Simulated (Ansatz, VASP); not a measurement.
Cu3N in VASP and in Ansatz

```
CELL_PARAMETERS angstrom
3.79642 0.00000 0.00000
0.00000 3.79642 0.00000
0.00000 0.00000 3.79642
ATOMIC_POSITIONS crystal
Cu 0.50000 0.00000 0.00000
Cu 0.00000 0.50000 0.00000
Cu 0.00000 0.00000 0.50000
N 0.00000 0.00000 0.00000
```

Alike in both runs: task single point; functional PBE; k mesh 10 × 10 × 10; no spin polarisation; Hubbard terms Cu d U = 1.0 eV.

|  | VASP | Ansatz |
| --- | --- | --- |
| version | VASP 6.6.1 | Ansatz 0.2.0 |
| potentials or method | VASP PAW PBE potentials, release 64 (Cu, N), cutoff 600 eV | scalar-relativistic, plane waves, PAW |
| occupations | tetrahedron | tetrahedron-uncorrected |
| valence electrons in the cell | 38 | 62 |

VASP gave:

| Item | Value |
| --- | --- |
| gap on the k mesh at the Fermi level (eV) | 0.26 |
| pressure (GPa) | 3.4 |

Task: Which values does Ansatz return?

Result: gap on the k mesh at the Fermi level (eV): 0.30; pressure (GPa): 3.5.

The programs project onto different local orbitals, so the same U acts differently, and such runs can settle in different states. VASP's potentials hold 38 valence electrons a cell and Ansatz's 62, so a difference there can come from the potentials and not from the codes. Ansatz's warnings: band table not solved further.
